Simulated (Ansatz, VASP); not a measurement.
CdSe in VASP and in Ansatz

```
Cd Se
1.0
     0.00000    2.81003    2.81003
     2.81003    0.00000    2.81003
     2.81003    2.81003    0.00000
Cd Se
1 1
Cartesian
  0.0000 0.0000 0.0000
  2.8100 2.8100 2.8100
```

Alike in both runs: task single point; functional PBE; k mesh 12 × 12 × 12; occupations gaussian, width 0.1 eV; no spin polarisation.

```csv
,VASP,Ansatz
version,VASP 6.6.1,Ansatz 0.2.0
potentials or method,"VASP PAW PBE potentials, release 64 (Cd, Se), cutoff 520 eV","scalar-relativistic, plane waves, PAW"
valence electrons in the cell,18,36
```

|  | VASP | Ansatz | Ansatz less VASP |
| --- | --- | --- | --- |
| gap on the k mesh at the Fermi level (eV) | none | none | - |
| pressure (GPa) | 4.8 | 4.3 | -0.44 |

A gap of «none» marks a metal or a gap that the smearing closes. VASP's potentials hold 18 valence electrons a cell and Ansatz's 36, so a difference there can come from the potentials and not from the codes.
